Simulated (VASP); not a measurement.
Write the native input for VASP 6.6.1 that does the following.

| Item | Value |
| --- | --- |
| Task | single point |
| Functional | PBE |
| Dispersion | D3(BJ) |
| Potentials or basis | VASP PAW PBE potentials, release 64 (Se, Sn_d, C, H) |
| Cutoff | 520 eV |
| k mesh | 3 × 3 × 1 |
| Occupations | gaussian, width 0.05 eV |
| Spin | no spin polarisation |
| Dipole correction | yes |
| Further INCAR settings | LREAL = Auto; ALGO = Normal; EDIFF = 1e-06; NBANDS = 75 |

The structure of Sn2H3CSe4 lies in POSCAR:

```
Sn2H3CSe4
1.0
    7.6780971925      0.0000000000      0.0000000000
   -3.8390485963      6.6494272215      0.0000000000
    0.0000000000      0.0000000000     23.2626039983
Se Sn C H
8 4 2 6
Direct
    0.3333333333      0.1666666667      0.3438995910
    0.3333333333      0.6666666667      0.3438995910
    0.8333333333      0.1666666667      0.3438995910
    0.8333333333      0.6666666667      0.3438995910
    0.1665491048      0.3324755775      0.4808791918
    0.1665359257      0.8332716087      0.4811111898
    0.6668902911      0.3333633598      0.4811687402
    0.6670831201      0.8335136779      0.4811122814
    0.0000106173     -0.0001588680      0.4123933001
    0.0001585879      0.4998823858      0.4125060924
    0.5000381031     -0.0000540674      0.4125324358
    0.4999476903      0.4999768224      0.4125149935
    0.1562448126      0.4055329501      0.6392502029
    0.3082364522      0.6248817549      0.6259070221
    0.1291352211      0.3805442555      0.6857107117
    0.2089506215      0.3044480221      0.6238696567
    0.0106669305      0.3582766862      0.6185109783
    0.2555884511      0.7263515301      0.6409810196
    0.3351486857      0.6495383513      0.5793858016
    0.4542693570      0.6722245971      0.6463474489
```

One way to write it, as run:

INCAR

```
  PREC = Accurate
  ENCUT = 520
  EDIFF = 1E-6
  ISMEAR = 0
  SIGMA = 0.05
  LREAL = Auto
  LASPH = T
  NELM = 60
  ALGO = Normal
  ISIF = 2
  LWAVE = F
  LCHARG = T
  LDIPOL = T
  IDIPOL = 3
  DIPOL = 0.5 0.5 0.500
  GGA = PE
  IVDW = 12
  LELF = T
  LVHAR = T
  LVACPOTAV = T
  NBANDS = 75
```

KPOINTS

```
Automatic mesh
0
Gamma
  3 3 1
```

Potentials or basis: VASP PAW PBE potentials, release 64 (Se, Sn_d, C, H).

The run is started by

```sh
$ cat potpaw_PBE.64/Se/POTCAR potpaw_PBE.64/Sn_d/POTCAR potpaw_PBE.64/C/POTCAR potpaw_PBE.64/H/POTCAR > POTCAR
$ mpirun -np 1 vasp_std > vasp.out
```

Results of the run:

| Property | Result |
| --- | --- |
| Largest force | 0.032 eV/Å |
| Band gap on the k mesh | 0.79 eV (least direct gap 0.85 eV) |
| Dispersion energy per atom | -0.165 eV |

Caveat: spin-orbit coupling is left out, which moves the levels of the heavy elements.

Wall time 27 min on 1 thread of AMD EPYC 9R14 (Zen 4) (shared host), peak memory 1.3 GiB.
